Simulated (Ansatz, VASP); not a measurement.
## InO: VASP beside Ansatz

```
CELL_PARAMETERS angstrom
3.16441 0.00000 0.00000
-1.58220 2.74046 0.00000
0.00000 0.00000 18.91182
ATOMIC_POSITIONS crystal
In 0.66667 0.33333 0.59002
In 0.66667 0.33333 0.40998
O 0.00000 0.00000 0.63987
O 0.00000 0.00000 0.36013
```

Alike in both runs: task single point; functional LDA; k mesh 12 × 12 × 4; occupations gaussian, width 0.03 eV; no spin polarisation.

|  | VASP | Ansatz |
| --- | --- | --- |
| version | VASP 6.6.1 | Ansatz 0.2.0 |
| potentials or method | VASP PAW LDA potentials, release 64 (In_d, O), cutoff 520 eV | scalar-relativistic, plane waves, PAW |
| valence electrons in the cell | 38 | 38 |

VASP gave:

```
gap on the k mesh at the Fermi level (eV) : none
rms of the force components (eV/Å)        : 0.355
```

Question: Estimate Ansatz's values.

Answer: gap on the k mesh at the Fermi level (eV): none; rms of the force components (eV/Å): 0.338.

LDA's correlation is that of Perdew and Zunger in VASP and of Perdew and Wang (1992) in Ansatz. Atom by atom the forces differ by 0.034 eV/Å (rms over components). A gap of «none» marks a metal or a gap that the smearing closes.
